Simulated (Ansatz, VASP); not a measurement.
AgI in VASP and in Ansatz

```
Ag I
1.0
     0.00000    3.28210    3.28210
     3.28210    0.00000    3.28210
     3.28210    3.28210    0.00000
Ag I
1 1
Cartesian
  0.0000 0.0000 0.0000
  1.6410 1.6410 1.6410
```

Alike in both runs: task electric field gradients; functional r2SCAN; k mesh 6 × 6 × 6; occupations fermi-dirac, width 0.02 eV; no spin polarisation.

|  | VASP | Ansatz |
| --- | --- | --- |
| version | VASP 6.6.1 | Ansatz 0.2.0 |
| potentials or method | VASP PAW PBE potentials, release 64 (Ag, I) | PAW with Ansatz's default frozen-core files, scalar-relativistic |
| plane-wave cutoff (eV) | 440 | 500 |
| valence electrons in the cell | 18 | 36 |

```tsv
	VASP	Ansatz	Ansatz less VASP
gap on the k mesh at the Fermi level (eV)	1.79	1.82	+0.032
pressure (GPa)	0.1	0.2	+0.09
```

VASP's potentials were made for PBE, not for r2SCAN. The functional is the same, so the differences come from potentials, cutoffs and numerics. VASP's potentials hold 18 valence electrons a cell and Ansatz's 36, so a difference there can come from the potentials and not from the codes.

Neither program's run includes spin-orbit coupling.
